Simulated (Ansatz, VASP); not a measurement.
## Two plane-wave programs on Ti

```
Ti
1.0
     0.00000    2.68043    2.68043
     2.68043    0.00000    2.68043
     2.68043    2.68043    0.00000
Ti
2
Direct
  0.12500 0.12500 0.12500
  0.87500 0.87500 0.87500
```

Alike in both runs: task single point; functional LDA; k mesh 11 × 11 × 11; occupations fermi-dirac, width 0.1 eV; no spin polarisation.

|  | VASP | Ansatz |
| --- | --- | --- |
| version | VASP 6.6.1 | Ansatz 0.2.0 |
| potentials or method | VASP PAW LDA potentials, release 64 (Ti_sv), cutoff 520 eV | plane waves (420 eV) with PAW, scalar-relativistic |
| valence electrons in the cell | 24 | 24 |

```tsv
	VASP	Ansatz	Ansatz less VASP
pressure (GPa)	0.7	0.0	-0.64
```

Ansatz warns that its potentials were made for another functional, while VASP's fit it. LDA's correlation is that of Perdew and Zunger in VASP and of Perdew and Wang (1992) in Ansatz.
